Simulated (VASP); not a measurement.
A run of VASP 6.6.1:

Contents of INCAR:

```
SYSTEM = Cs
PREC = Accurate
ENCUT = 520
EDIFF = 1E-6
ISMEAR = 1
SIGMA = 0.05
LREAL = .FALSE.
LASPH = .TRUE.
NELM = 60
ALGO = Normal
ISIF = 2
LWAVE = .FALSE.
LCHARG = .FALSE.
GGA = PS
NBANDS = 10
```

Contents of KPOINTS:

```
Automatic mesh
0
G
  5 5 5
  0 0 0
```

POSCAR

```
Cs
1.0
   -2.9966185697      2.9966185697      2.9966185697
    2.9966185697     -2.9966185697      2.9966185697
    2.9966185697      2.9966185697     -2.9966185697
Cs
1
Direct
    0.0000000000      0.0000000000      0.0000000000
```

Potentials or basis: VASP PAW PBE potentials, release 64 (Cs_sv).

Run with:

```bash
$ cat potpaw_PBE.64/Cs_sv/POTCAR > POTCAR
$ mpirun -np 1 vasp_std > vasp.out
```

Hardware: 1 thread of AMD EPYC 7R13 Processor (Zen 3), on a shared host.

Task: Estimate the wall time of this run.

Result: It took 11 s on 1 thread of AMD EPYC 7R13 Processor (Zen 3), on a shared host, peak memory 0.19 GiB. Counts: scf iterations 10, k points 10.
